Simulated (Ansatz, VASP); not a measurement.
## Two plane-wave programs on SiO2

```xyz
6
Lattice="2.6873 0.0000 0.0000 -1.3436 2.3273 0.0000 0.0000 0.0000 9.1372" Properties=species:S:1:pos:R:3 pbc="T T T"
Si    0.0000    1.5515    0.9239
Si    1.3436    0.7758    5.4925
O     0.0000    0.0000    1.8385
O     1.3436    0.7758    0.0088
O     0.0000    0.0000    6.4071
O     0.0000    1.5515    4.5774
```

Alike in both runs: functional PBE; dispersion D3(BJ); k mesh 6 × 6 × 2; occupations gaussian, width 0.1 eV; no spin polarisation.

Ansatz relaxed the structure, and its values are those at the end. VASP's run is a single point on that final structure, the one shown.

```csv
,VASP,Ansatz
version,VASP 6.6.1,Ansatz 0.2.0
potentials or method,"VASP PAW PBE potentials, release 64 (Si, O), cutoff 520 eV","scalar-relativistic, plane waves, PAW"
valence electrons in the cell,32,32
```

Ansatz gave:

```
gap on the k mesh at the Fermi level (eV) : 6.15
least direct gap on the mesh (eV)         : 6.39
pressure (GPa)                            : 0.0
rms of the force components (eV/Å)        : 0.000
```

Problem. What did VASP give for the same quantities?

Solution. gap on the k mesh at the Fermi level (eV): 6.13; least direct gap on the mesh (eV): 6.37; pressure (GPa): 0.6; rms of the force components (eV/Å): 0.006.

The k mesh is coarse, so the values compare programs but aren't converged.
